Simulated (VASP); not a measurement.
Write the native input for VASP 6.6.1 that does the following.

| Property | Result |
| --- | --- |
| Task | single point |
| Functional | PBEsol |
| Potentials or basis | VASP PAW PBE potentials, release 64 (Rb_sv, Br) |
| Cutoff | 520 eV |
| k mesh | 6 × 6 × 6 |
| Occupations | gaussian, width 0.05 eV |
| Spin | no spin polarisation |
| Dipole correction | no |
| Further INCAR settings | ALGO = Normal; EDIFF = 1e-06; NBANDS = 15 |

The structure of RbBr lies in POSCAR:

```
RbBr
1.0
    4.1788423624      0.0000000000      0.0000000000
    0.0000000000      4.1788423624      0.0000000000
    0.0000000000      0.0000000000      4.0701688540
Rb Br
1 1
Direct
   -0.0396914813      0.0000000000      0.0000000000
    0.5424552411      0.5000000000      0.5000000000
```

These files were run (other wordings do the same):

INCAR

```
SYSTEM = RbBr
PREC = Accurate
ENCUT = 520
EDIFF = 1E-6
ISMEAR = 0
SIGMA = 0.05
LREAL = .FALSE.
LASPH = .TRUE.
NELM = 60
ALGO = Normal
ISIF = 2
LWAVE = .FALSE.
LCHARG = .TRUE.
GGA = PS
LELF = .TRUE.
LVHAR = .TRUE.
NBANDS = 15
```

KPOINTS

```
regular mesh
0
G
  6 6 6
  0 0 0
```

Potentials or basis: VASP PAW PBE potentials, release 64 (Rb_sv, Br).

Command:

```sh
$ cat potpaw_PBE.64/Rb_sv/POTCAR potpaw_PBE.64/Br/POTCAR > POTCAR
$ mpirun -np 1 vasp_std > vasp.out
```

Results of the run:

```yaml
Pressure: -0.2 GPa
Largest_force: 0.220 eV/Å
Band_gap_on_the_k_mesh: 3.86 eV, indirect (least direct gap 3.96 eV)
```

Caveat: the PAW data sets were made with another functional, which shifts forces and pressure a little.

Wall time 19 s on 1 thread of Intel(R) Xeon(R) 6975P-C (Granite Rapids) (shared host), peak memory 0.22 GiB.
